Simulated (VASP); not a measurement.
# Li (I4_1/amd) in VASP: notebook, part 2 of 2

VASP 6.6.1. Earlier steps stand in the parts before.

### 3 Relaxation of cell and atoms, PBE

Contents of INCAR:

```
  ALGO = Normal
  EDIFF = 1E-7
  EDIFFG = -0.01
  ENCUT = 600
  GGA = PE
  IBRION = 2
  ISIF = 3
  ISMEAR = 0
  LASPH = True
  LCHARG = False
  LREAL = False
  LWAVE = False
  NELM = 100
  NSW = 100
  PREC = Accurate
  SIGMA = 0.1
```

Contents of KPOINTS:

```
k-points
0
Gamma
  18 18 18
```

Contents of POSCAR:

```
Li
1.0
   -3.7516424187      3.7516424187      1.4368377361
    3.7516424187     -3.7516424187      1.4368377361
    3.7516424187      3.7516424187     -1.4368377361
Li
4
Direct
    0.3750000000      0.6250000000      0.7500000000
    0.8750000000      0.6250000000      0.2500000000
    0.3750000000      0.1250000000      0.7500000000
    0.3750000000      0.6250000000      0.2500000000
```

Potentials or basis: VASP PAW PBE potentials, release 64 (Li_sv).

On the command line:

```sh
$ cat potpaw_PBE.64/Li_sv/POTCAR > POTCAR
$ mpirun -np 1 vasp_std > vasp.out
```

OUTCAR:

```text
EDIFF = 1E-7
   EDIFFG = -0.01
   ENCUT = 600
   GGA = PE
   IBRION = 2
   ISIF = 3
   ISMEAR = 0
   LASPH = True
   LREAL = False
   NELM = 100
   NSW = 100
   PREC = Accurate

 ion  position               nearest neighbor table
   1  0.375  0.625  0.750-
   2  0.875  0.625  0.250-
   3  0.375  0.125  0.750-
   4  0.375  0.625  0.250-

  LATTYP: Found a body centered tetragonal cell.
 ALAT       =     7.5032848374
 C/A-ratio  =     0.3829889888

  Lattice vectors:

 A1 = (  -3.7516424187,   3.7516424187,   1.4368377361)
 A2 = (   3.7516424187,  -3.7516424187,   1.4368377361)
 A3 = (   3.7516424187,   3.7516424187,  -1.4368377361)

Analysis of symmetry for initial positions (statically):
=====================================================================
 Subroutine PRICEL returns:
 Original cell was already a primitive cell.

 Routine SETGRP: Setting up the symmetry group for a
 body centered tetragonal supercell.

 Subroutine GETGRP returns: Found 16 space group operations
 (whereof  8 operations were pure point group operations)
 out of a pool of 16 trial point group operations.

The static configuration has the point symmetry D_2d.
 The point group associated with its full space group is D_4h.

Analysis of symmetry for dynamics (positions and initial velocities):
=====================================================================
 Subroutine PRICEL returns:
 Original cell was already a primitive cell.

 Routine SETGRP: Setting up the symmetry group for a
 body centered tetragonal supercell.

 Subroutine GETGRP returns: Found 16 space group operations
 (whereof  8 operations were pure point group operations)
 out of a pool of 16 trial point group operations.

The dynamic configuration has the point symmetry D_2d.
 The point group associated with its full space group is D_4h.

 Subroutine INISYM returns: Found 16 space group operations
 (whereof  8 operations are pure point group operations),
 and found     1 'primitive' translations

[... 131 lines left out ...]
 Gauss-broadening in eV      SIGMA  =   0.10
  energy-cutoff  :      600.00
  volume of cell :       80.89
 maximum number of plane-waves:      2723
 NGX is ok and might be reduce to    48
   NGX = 21   NGY = 21   NGZ = 21

--------------------------------------- Ionic step        1  -------------------------------------------

 number of electron      11.9999988 magnetization

 Free energy of the ion-electron system (eV)
  ---------------------------------------------------
  ext. energy  EPLUGINS =         0.00000000
  ---------------------------------------------------
  free energy    TOTEN  =        -7.33216908 eV

  energy without entropy =       -7.32332363  energy(sigma->0) =       -7.32774635

------------------------ aborting loop because EDIFF is reached ----------------------------------------

  FORCE on cell =-STRESS in cart. coord.  units (eV):
  Direction    XX          YY          ZZ          XY          YZ          ZX
  --------------------------------------------------------------------------------------
  -------------------------------------------------------------------------------------
  Total       -0.0630343     -0.0630343     -0.0589100      0.0000000      0.0000000      0.0000000
  in kB       -1.2484670     -1.2484670     -1.1667809      0.0000000      0.0000000      0.0000000
  external PRESSURE =      -1.2212383 kB  Pullay stress =       0.0000000 kB
[... 63 lines left out ...]
--------------------------------------- Ionic step        3  -------------------------------------------

 number of electron      11.9999990 magnetization

 Free energy of the ion-electron system (eV)
  ---------------------------------------------------
  ext. energy  EPLUGINS =         0.00000000
  ---------------------------------------------------
  free energy    TOTEN  =        -7.33246651 eV

  energy without entropy =       -7.32366796  energy(sigma->0) =       -7.32806724

 E-fermi :   0.5862     XC(G=0):  -7.0705

 val. band max:        0.5855870533   @ k =  -0.2778   0.1667   0.0556
 cond. band min:       0.5900114273   @ k =   0.2778   0.2222   0.1111
 fundamental gap:      0.0044243740
 Fermi energy:         0.5862091642

 k-point     1 :       0.0000    0.0000    0.0000
  band No.  band energies     occupation
      1     -46.0359      2.00000
      2     -46.0138      2.00000
      3     -46.0138      2.00000
      4     -45.9934      2.00000
      5      -2.8978      2.00000
      6       0.1007      2.00000
      7       0.1179      2.00000
      8       2.9698      0.00000
      9       2.9698      0.00000
     10       4.3231      0.00000
[... 287 lines left out ...]
 k-point    24 :      -0.2222    0.0556   -0.0000
  band No.  band energies     occupation
      1     -46.0304      2.00000
      2     -46.0115      2.00000
      3     -46.0103      2.00000
      4     -45.9928      2.00000
      5      -2.4187      2.00000
      6       0.2447      2.00000
      7       0.5409      1.47816
      8       3.3870      0.00000
      9       3.6952      0.00000
     10       3.8706      0.00000

 [... further k-points ...]
[... 5 lines left out ...]
  --------------------------------------------------------------------------------------
  -------------------------------------------------------------------------------------
  Total       -0.0077276     -0.0077276     -0.0047804      0.0000000     -0.0000000      0.0000000
  in kB       -0.1544280     -0.1544280     -0.0955306      0.0000000     -0.0000000      0.0000000
  external PRESSURE =      -0.1347955 kB  Pullay stress =       0.0000000 kB
[... 19 lines left out ...]
  FREE ENERGIE OF THE ION-ELECTRON SYSTEM (eV)
  ---------------------------------------------------
  free  energy   TOTEN  =        -7.3324665120 eV

  energy  without entropy=       -7.3236679632  energy(sigma->0) =       -7.32806724

 reached required accuracy - stopping structural energy minimisation
```

CONTCAR:

```text
Li
   1.00000000000000
    -3.7402338884804260    3.7402338884804260    1.4327542766184600
     3.7402338884804260   -3.7402338884804260    1.4327542766184600
     3.7402338884804260    3.7402338884804260   -1.4327542766184600
  Li
     4
Direct
     0.3750000000000000    0.6250000000000000    0.7500000000000000
     0.8750000000000000    0.6250000000000000    0.2500000000000000
     0.3750000000000000    0.1250000000000000    0.7500000000000000
     0.3750000000000000    0.6250000000000000    0.2500000000000000

  0.00000000E+00  0.00000000E+00  0.00000000E+00
  0.00000000E+00  0.00000000E+00  0.00000000E+00
  0.00000000E+00  0.00000000E+00  0.00000000E+00
  0.00000000E+00  0.00000000E+00  0.00000000E+00
```

It took 12 min on 1 thread of Intel Xeon 6975P-C (Granite Rapids), shared host; peak memory 0.58 GiB.

Results:

- Free energy: -7.3325 eV
- Relaxed volume: 20.04 Å³/atom
- Relaxed cell: a = 5.480 Å, b = 5.480 Å, c = 5.480 Å, α = 93.92°, β = 93.92°, γ = 149.69°
- Space group after relaxing (to 0.05 Å): I4_1/amd (No. 141)
- Energy gained by relaxing: 0.1 meV/atom
- Ionic steps: 3
- Pressure after relaxing: 0.0 GPa
- Band gap on the k mesh: zero (band 6 reaches 2.82 eV, above the bottom of band 7 at -0.88 eV)

The path:
| step | energy change (eV) | largest force (eV/Å) | pressure (GPa) | volume (Å³) |
| --- | --- | --- | --- | --- |
| 1 | 0.0000 | 0.0000 | -0.12 | 80.89 |
| 2 | -0.0001 | 0.0000 | -0.09 | 80.71 |
| 3 | -0.0003 | 0.0000 | -0.01 | 80.17 |

Final structure:
```
Li
1.0
    -3.74023    3.74023    1.43275
     3.74023   -3.74023    1.43275
     3.74023    3.74023   -1.43275
Li
4
Direct
  0.37500 0.62500 0.75000
  0.87500 0.62500 0.25000
  0.37500 0.12500 0.75000
  0.37500 0.62500 0.25000
```

Caveat: the cutoff is under 1.25 times the usual one of these potentials, so pressure, stress and relaxed cells hold a basis-set (Pulay) error.
